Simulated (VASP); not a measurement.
# AlCu3 (P6_3/mmc) in VASP: a series of runs

AlCu3 is run at these levels: PBEsol; tasks: single point.

All numbers are computed with VASP 6.6.1; they aren't measurements. Logs are shortened: lines on timing, memory, paths and dates and some standing lists are left out, and cuts for length are marked.

**1. The cell of the first run**

It takes space group P6_3/mmc (No. 194, hexagonal). The conventional cell has a = 5.141 Å, b = 5.141 Å, c = 4.179 Å, α = 90.00°, β = 90.00°, γ = 120.00°. Al (site symmetry -6m2) has 12 Cu at 2.57 Å within 3.4 Å. Within 3.4 Å of Cu (site symmetry mm2) lie 8 Cu at 2.55 to 2.59 Å and 4 Al at 2.57 Å.

**2. Single point, PBEsol**

Input file INCAR:

```
PREC = Accurate
ENCUT = 520
EDIFF = 1E-6
ISMEAR = 0
SIGMA = 0.15
LREAL = F
LASPH = T
NELM = 80
ALGO = Fast
ISIF = 2
LWAVE = F
LCHARG = F
GGA = PS
NBANDS = 46
```

Input file KPOINTS:

```
Automatic mesh
0
Gamma
  12 12 10
```

Input file POSCAR:

```
AlCu3
1.0
    5.1407270496      0.0000000000      0.0000000000
   -2.5703635248      4.4520002189      0.0000000000
    0.0000000000      0.0000000000      4.1787532214
Al Cu
2 6
Direct
    0.6666666667      0.3333333333      0.2500000000
    0.3333333333      0.6666666667      0.7500000000
    0.3306224908      0.1653112454      0.7500000000
    0.8346887546      0.1653112454      0.7500000000
    0.8346887546      0.6693775092      0.7500000000
    0.6693775092      0.8346887546      0.2500000000
    0.1653112454      0.8346887546      0.2500000000
    0.1653112454      0.3306224908      0.2500000000
```

Potentials or basis: VASP PAW PBE potentials, release 64 (Al, Cu).

Command:

```sh
$ cat potpaw_PBE.64/Al/POTCAR potpaw_PBE.64/Cu/POTCAR > POTCAR
$ mpirun -np 1 vasp_std > vasp.out
```

OUTCAR:

```text
PREC = Accurate
   ENCUT = 520
   EDIFF = 1E-6
   ISMEAR = 0
   LREAL = F
   LASPH = T
   NELM = 80
   ISIF = 2
   GGA = PS

 ion  position               nearest neighbor table
   1  0.667  0.333  0.250-   4 2.57   4 2.57   3 2.57   3 2.57   5 2.57   5 2.57   8 2.57   6 2.57
                             7 2.57   7 2.57   8 2.57   6 2.57
   2  0.333  0.667  0.750-   7 2.57   7 2.57   6 2.57   6 2.57   8 2.57   8 2.57   5 2.57   3 2.57
                             4 2.57   4 2.57   5 2.57   3 2.57
   3  0.331  0.165  0.750-   4 2.55   5 2.55   8 2.56   8 2.56   7 2.56   7 2.56   1 2.57   1 2.57
                             2 2.57   2 2.57   4 2.59   5 2.59
   4  0.835  0.165  0.750-   3 2.55   5 2.55   8 2.56   8 2.56   6 2.56   6 2.56   1 2.57   1 2.57
                             2 2.57   2 2.57   3 2.59   5 2.59
   5  0.835  0.669  0.750-   3 2.55   4 2.55   7 2.56   7 2.56   6 2.56   6 2.56   1 2.57   1 2.57
                             2 2.57   2 2.57   4 2.59   3 2.59
   6  0.669  0.835  0.250-   7 2.55   8 2.55   5 2.56   5 2.56   4 2.56   4 2.56   2 2.57   2 2.57
                             1 2.57   1 2.57   7 2.59   8 2.59
   7  0.165  0.835  0.250-   6 2.55   8 2.55   5 2.56   5 2.56   3 2.56   3 2.56   2 2.57   2 2.57
                             1 2.57   1 2.57   6 2.59   8 2.59
   8  0.165  0.331  0.250-   6 2.55   7 2.55   4 2.56   4 2.56   3 2.56   3 2.56   2 2.57   2 2.57
                             1 2.57   1 2.57   7 2.59   6 2.59

  LATTYP: Found a hexagonal cell.
 ALAT       =     5.1407270496
 C/A-ratio  =     0.8128720278

  Lattice vectors:

 A1 = (   5.1407270496,   0.0000000000,   0.0000000000)
 A2 = (  -2.5703635248,   4.4520002189,   0.0000000000)
 A3 = (   0.0000000000,   0.0000000000,   4.1787532214)

Analysis of symmetry for initial positions (statically):
=====================================================================
 Subroutine PRICEL returns:
 Original cell was already a primitive cell.

 Routine SETGRP: Setting up the symmetry group for a
 hexagonal supercell.

 Subroutine GETGRP returns: Found 24 space group operations
 (whereof 12 operations were pure point group operations)
 out of a pool of 24 trial point group operations.

The static configuration has the point symmetry D_3d.
 The point group associated with its full space group is D_6h.

Analysis of symmetry for dynamics (positions and initial velocities):
=====================================================================
 Subroutine PRICEL returns:
 Original cell was already a primitive cell.

 Routine SETGRP: Setting up the symmetry group for a
 hexagonal supercell.

 Subroutine GETGRP returns: Found 24 space group operations
 (whereof 12 operations were pure point group operations)
 out of a pool of 24 trial point group operations.

The dynamic configuration has the point symmetry D_3d.
 The point group associated with its full space group is D_6h.

 Subroutine INISYM returns: Found 24 space group operations
 (whereof 12 operations are pure point group operations),
 and found     1 'primitive' translations

----------------------------------------------------------------------------------------

                                     Primitive cell

  volume of cell :      95.6371

  direct lattice vectors                    reciprocal lattice vectors
     5.140727050  0.000000000  0.000000000     0.194525014  0.112309069  0.000000000
    -2.570363525  4.452000219  0.000000000     0.000000000  0.224618138  0.000000000
     0.000000000  0.000000000  4.178753221     0.000000000  0.000000000  0.239305828

  length of vectors
     5.140727050  5.140727050  4.178753221     0.224618138  0.224618138  0.239305828

  position of ions in fractional coordinates (direct lattice)
     0.666666667  0.333333333  0.250000000
     0.333333333  0.666666667  0.750000000
     0.330622491  0.165311245  0.750000000
     0.834688755  0.165311245  0.750000000
     0.834688755  0.669377509  0.750000000
     0.669377509  0.834688755  0.250000000
     0.165311245  0.834688755  0.250000000
     0.165311245  0.330622491  0.250000000

  ion indices of the primitive-cell ions
   primitive index   ion index
                 1           1
                 2           2
                 3           3
                 4           4
                 5           5
                 6           6
                 7           7
                 8           8

----------------------------------------------------------------------------------------

 KPOINTS: Automatic mesh

Automatic generation of k-mesh.
 Grid dimensions read from file:
 generate k-points for:   12   12   10

 Generating k-lattice:

  Cartesian coordinates                     Fractional coordinates (reciprocal lattice)
     0.016210418  0.009359089  0.000000000     0.083333333  0.000000000  0.000000000
     0.000000000  0.018718178  0.000000000     0.000000000  0.083333333  0.000000000
     0.000000000  0.000000000  0.023930583     0.000000000  0.000000000  0.100000000

  Length of vectors
     0.018718178  0.018718178  0.023930583

  Shift w.r.t. Gamma in fractional coordinates (k-lattice)
     0.000000000  0.000000000  0.000000000

 Subroutine IBZKPT returns following result:
 ===========================================

 Found    114 irreducible k-points:

 Following reciprocal coordinates:
            Coordinates               Weight
  0.000000  0.000000  0.000000      1.000000
  0.083333  0.000000  0.000000      6.000000
  0.166667  0.000000  0.000000      6.000000
  0.250000  0.000000  0.000000      6.000000
  0.333333  0.000000  0.000000      6.000000
  0.416667  0.000000  0.000000      6.000000
[... 16 lines left out ...]
  0.250000  0.000000  0.100000     12.000000
  0.333333  0.000000  0.100000     12.000000
 [... further k-points ...]
   k-points           NKPTS =    114   k-points in BZ     NKDIM =    114   number of bands    NBANDS=     46
   number of dos      NEDOS =    301   number of ions     NIONS =      8
   total plane-waves  NPLWV =  51200
   dimension x,y,z NGX =    40 NGY =   40 NGZ =   32
   dimension x,y,z NGXF=    80 NGYF=   80 NGZF=   64
   ions per type =               2   6
   NGX,Y,Z   is equivalent  to a cutoff of  12.94, 12.94, 12.73 a.u.
   NGXF,Y,Z  is equivalent  to a cutoff of  25.87, 25.87, 25.46 a.u.
 SYSTEM =  unknown system
   PREC   = accura    normal or accurate (medium, high low for compatibility)
   ISTART =      0    job   : 0-new  1-cont  2-samecut
   ICHARG =      2    charge: 1-file 2-atom 10-const
   ISPIN  =      1    spin polarized calculation?
   LNONCOLLINEAR =      F non collinear calculations
   LSORBIT =      F    spin-orbit coupling
   LASPH  =      T    aspherical Exc in radial PAW
   ENCUT  =  520.0 eV  38.22 Ry    6.18 a.u.   9.56  9.56  7.77*2*pi/ulx,y,z
   NELM   =     80;   NELMIN=  2; NELMDL= -5     # of ELM steps
   EDIFF  = 0.1E-05   stopping-criterion for ELM
   LREAL  =      F    real-space projection
   EDIFFG = 0.1E-04   stopping-criterion for IOM
   NSW    =      0    number of steps for IOM
   IBRION =     -1    ionic relax: 0-MD 1-quasi-New 2-CG
   NFREE  =      0    steps in history (QN), initial steepest desc. (CG)
   ISIF   =      2    stress and relaxation
   ISYM   =      2    0-nonsym 1-usesym 2-fastsym
   POTIM  = 0.5000    time-step for ionic-motion
   TEBEG  =    0.0;   TEEND  =   0.0 temperature during run
   PSTRESS=    0.0 pullay stress
   NELECT =      72.0000    total number of electrons
   NUPDOWN=      -1.0000    fix difference up-down
   EMIN   =  10.00;   EMAX   =-10.00  energy-range for DOS
   EFERMI =   0.00;   METHOD = LEGACY
   ISMEAR =     0;   SIGMA  =   0.15  broadening in eV -4-tet -1-fermi 0-gaus
   EFERMI_NEDOS =   21; number of points for ismear=-14 and -15
   IALGO  =     68    algorithm
   IMIX   =      4    mixing-type and parameters
     AMIX     =   0.40;   BMIX     =  1.00
     AMIX_MAG =   1.60;   BMIX_MAG =  1.00
  volume/ion in A,a.u.               =      11.95        80.67
  Fermi-wavevector in a.u.,A,eV,Ry     =   1.489282  2.814334 30.177177  2.217960
  Thomas-Fermi vector in A             =   2.602210
   LORBIT       =      0    0 simple, 1 ext, 2 COOP (PROOUT), +10 PAW based schemes
   GGA     = PS    functional components
   LHFCALC =     F    Hartree Fock is set to
   AEXX    =    0.0000 exact exchange contribution
   IVDW    =     0    specifies the selected vdW correction
   LEPSILON=     F    determine dielectric tensor
   LRPA    =     F    only Hartree local field effects (RPA)
 non-spin polarized calculation
 RMM-DIIS sequential band-by-band and
 Gauss-broadening in eV      SIGMA  =   0.15
  energy-cutoff  :      520.00
  volume of cell :       95.64
 maximum number of plane-waves:      2613
 NGX is ok and might be reduce to    40
   NGX = 19   NGY = 19   NGZ = 15

 number of electron      72.0000020 magnetization

 Free energy of the ion-electron system (eV)
  ---------------------------------------------------
  ext. energy  EPLUGINS =         0.00000000
  ---------------------------------------------------
  free energy    TOTEN  =       -35.63663580 eV

  energy without entropy =      -35.60925934  energy(sigma->0) =      -35.62294757

 E-fermi :   8.6505     XC(G=0): -12.5118

 val. band max:        8.6497488017   @ k =   0.2500   0.2500   0.0000
 cond. band min:       8.6732399855   @ k =   0.1667   0.1667   0.5000
 fundamental gap:      0.0234911838
 Fermi energy:         8.6504696045

 k-point     1 :       0.0000    0.0000    0.0000
  band No.  band energies     occupation
      1      -2.0778      2.00000
      2       2.3348      2.00000
      3       3.4667      2.00000
      4       3.4667      2.00000
      5       3.5582      2.00000
      6       3.6283      2.00000
[... 38 lines left out ...]
     45      15.5453      0.00000
     46      15.8401      0.00000

 k-point     2 :       0.0833    0.0000    0.0000
  band No.  band energies     occupation
      1      -2.0240      2.00000
      2       2.3116      2.00000
      3       3.2793      2.00000
      4       3.3759      2.00000
      5       3.5593      2.00000
      6       3.6419      2.00000
[... 38 lines left out ...]
     45      15.3045      0.00000
     46      16.1896      0.00000

 k-point     3 :       0.1667    0.0000    0.0000
  band No.  band energies     occupation
      1      -1.8634      2.00000
      2       2.1627      2.00000
      3       2.9520      2.00000
      4       3.1895      2.00000
      5       3.5915      2.00000
      6       3.6819      2.00000
[... 38 lines left out ...]
     45      14.9180      0.00000
     46      16.8955      0.00000

 k-point     4 :       0.2500    0.0000    0.0000
  band No.  band energies     occupation
      1      -1.5985      2.00000
      2       1.7177      2.00000
      3       2.8030      2.00000
      4       2.9971      2.00000
      5       3.6510      2.00000
      6       3.7456      2.00000
[... 920 lines left out ...]
     45      15.1681      0.00000
     46      16.4582      0.00000

 k-point    23 :       0.2500    0.0000    0.1000
  band No.  band energies     occupation
      1      -1.5119      2.00000
      2       1.7661      2.00000
      3       2.7813      2.00000
      4       3.0437      2.00000
      5       3.5706      2.00000
      6       3.7963      2.00000
[... 38 lines left out ...]
     45      15.1753      0.00000
     46      16.0407      0.00000

 k-point    24 :       0.3333    0.0000    0.1000
  band No.  band energies     occupation
      1      -1.1493      2.00000
      2       1.1578      2.00000
      3       2.7906      2.00000
      4       2.8934      2.00000
      5       3.6306      2.00000
      6       3.8706      2.00000
[... 38 lines left out ...]
     45      15.0679      0.00000
     46      15.4656      0.00000

 [... further k-points ...]

------------------------ aborting loop because EDIFF is reached ----------------------------------------

  FORCE on cell =-STRESS in cart. coord.  units (eV):
  Direction    XX          YY          ZZ          XY          YZ          ZX
  --------------------------------------------------------------------------------------
  -------------------------------------------------------------------------------------
  Total        0.3222145      0.3222145      0.2832887      0.0000000      0.0000000      0.0000000
  in kB        5.3979551      5.3979551      4.7458425      0.0000000      0.0000000      0.0000000
  external PRESSURE =       5.1805842 kB  Pullay stress =       0.0000000 kB

 VOLUME and BASIS-vectors are now :
 -----------------------------------------------------------------------------
  energy-cutoff  :      520.00
  volume of cell :       95.64
      direct lattice vectors                 reciprocal lattice vectors
     5.140727050  0.000000000  0.000000000     0.194525014  0.112309069  0.000000000
    -2.570363525  4.452000219  0.000000000     0.000000000  0.224618138  0.000000000
     0.000000000  0.000000000  4.178753221     0.000000000  0.000000000  0.239305828

 POSITION                                       TOTAL-FORCE (eV/Angst)
 -----------------------------------------------------------------------------------
      2.57036      1.48400      1.04469        -0.000000     -0.000000      0.000000
     -0.00000      2.96800      3.13406        -0.000000     -0.000000      0.000000
      1.27473      0.73597      3.13406         0.001966      0.001135      0.000000
      3.86600      0.73597      3.13406        -0.001966      0.001135     -0.000000
      2.57036      2.98007      3.13406        -0.000000     -0.002270      0.000000
      1.29563      3.71603      1.04469        -0.001966     -0.001135      0.000000
     -1.29563      3.71603      1.04469         0.001966     -0.001135      0.000000
     -0.00000      1.47193      1.04469        -0.000000      0.002270     -0.000000
 -----------------------------------------------------------------------------------
    total drift:                               -0.000000      0.000000      0.000000

  FREE ENERGIE OF THE ION-ELECTRON SYSTEM (eV)
  ---------------------------------------------------
  free  energy   TOTEN  =       -35.6366358016 eV

  energy  without entropy=      -35.6092593423  energy(sigma->0) =      -35.62294757
```

It took 12 min on 1 thread of AMD EPYC 7R13, shared host; peak memory 0.45 GiB.

Results:

| Item | Value |
| --- | --- |
| Free energy | -35.6366 eV |
| Pressure | 0.5 GPa |
| Band gap on the k mesh | zero (bands 36 and 37 overlap by 2.59 eV) |

Forces on the atoms (eV/Å):
```
Al   0.000  0.000  0.000
Al   0.000  0.000  0.000
Cu   0.002  0.001  0.000
Cu  -0.002  0.001  0.000
Cu   0.000 -0.002  0.000
Cu  -0.002 -0.001  0.000
Cu   0.002 -0.001  0.000
Cu   0.000  0.002  0.000
```

Levels at points of the mesh, in eV from the Fermi level:
```csv
k point,band 32,band 33,band 34,band 35,band 36,band 37,band 38,band 39,band 40,band 41
"(0.00, 0.00, 0.00)",-2.16,-1.80,-1.33,-1.33,-0.77,-0.05,-0.05,1.61,4.79,5.72
"(0.50, 0.00, 0.00)",-2.30,-2.27,-1.29,0.59,1.04,1.87,2.58,3.31,3.67,3.92
"(0.00, 0.00, 0.50)",-2.20,-1.29,-1.29,-1.29,-1.29,-0.85,-0.85,2.58,2.58,2.58
"(0.50, 0.00, 0.50)",-2.36,-2.32,-2.32,-0.91,-0.91,-0.65,-0.65,5.34,5.34,6.06
```

Caveat: the PAW data sets were made with another functional, which shifts forces and pressure a little.

**3. Single point, PBEsol**

This run uses another cell than the first one, of 11.88 Å³/atom.

Input file INCAR:

```
SYSTEM = AlCu3
ALGO     = Fast           ! electronic algorithm
EDIFF    = 1E-6           ! SCF threshold, eV
ENCUT    = 520            ! plane-wave cutoff, eV
GGA      = PS             ! functional
ISIF     = 2              ! what is computed and relaxed
ISMEAR   = 0              ! smearing method
LASPH    = .TRUE.         ! aspherical terms in the spheres
LCHARG   = .FALSE.        ! write CHGCAR
LREAL    = .FALSE.        ! projectors in reciprocal space
LWAVE    = .FALSE.        ! write WAVECAR
NBANDS   = 46             ! bands
NELM     = 100            ! most SCF steps
PREC     = Accurate       ! precision mode
SIGMA    = 0.1            ! smearing width, eV
```

Input file KPOINTS:

```
k-points
0
G
  12 12 8
  0 0 0
```

Input file POSCAR:

```
AlCu3
1.0
    5.1298717945      0.0000000000      0.0000000000
   -2.5649358973      4.4425992922      0.0000000000
    0.0000000000      0.0000000000      4.1700028297
Al Cu
2 6
Direct
    0.6666666667      0.3333333333      0.2500000000
    0.3333333333      0.6666666667      0.7500000000
    0.3306329554      0.1653164777      0.7500000000
    0.8346835223      0.1653164777      0.7500000000
    0.8346835223      0.6693670446      0.7500000000
    0.6693670446      0.8346835223      0.2500000000
    0.1653164777      0.8346835223      0.2500000000
    0.1653164777      0.3306329554      0.2500000000
```

Potentials or basis: VASP PAW PBE potentials, release 64 (Al, Cu).

Command:

```sh
$ cat potpaw_PBE.64/Al/POTCAR potpaw_PBE.64/Cu/POTCAR > POTCAR
$ mpirun -np 1 vasp_std > vasp.out
```

Run time: 8.5 min. Hardware: 1 thread of Intel Xeon 8259CL, shared host; peak memory 0.43 GiB.

It converged, with:

| Item | Value |
| --- | --- |
| Free energy | -35.6183 eV |
| Pressure | 1.8 GPa |
| Band gap on the k mesh | zero (bands 36 and 37 overlap by 2.61 eV) |

Forces on the atoms (eV/Å):
```
Al   0.000  0.000  0.000
Al   0.000  0.000  0.000
Cu   0.002  0.001  0.000
Cu  -0.002  0.001  0.000
Cu   0.000 -0.002  0.000
Cu  -0.002 -0.001  0.000
Cu   0.002 -0.001  0.000
Cu   0.000  0.002  0.000
```

Levels at points of the mesh, in eV from the Fermi level:
```
           k point  band 34  band 35  band 36  band 37  band 38  band 39
(0.00, 0.00, 0.00)    -1.36    -1.36    -0.79    -0.07    -0.07     1.62
(0.50, 0.00, 0.00)    -1.31     0.56     1.02     1.86     2.58     3.30
(0.00, 0.00, 0.50)    -1.32    -1.32    -1.32    -0.88    -0.88     2.58
(0.50, 0.00, 0.50)    -2.35    -0.94    -0.94    -0.68    -0.68     5.33
```

Caveat: the PAW data sets were made with another functional, which shifts forces and pressure a little.
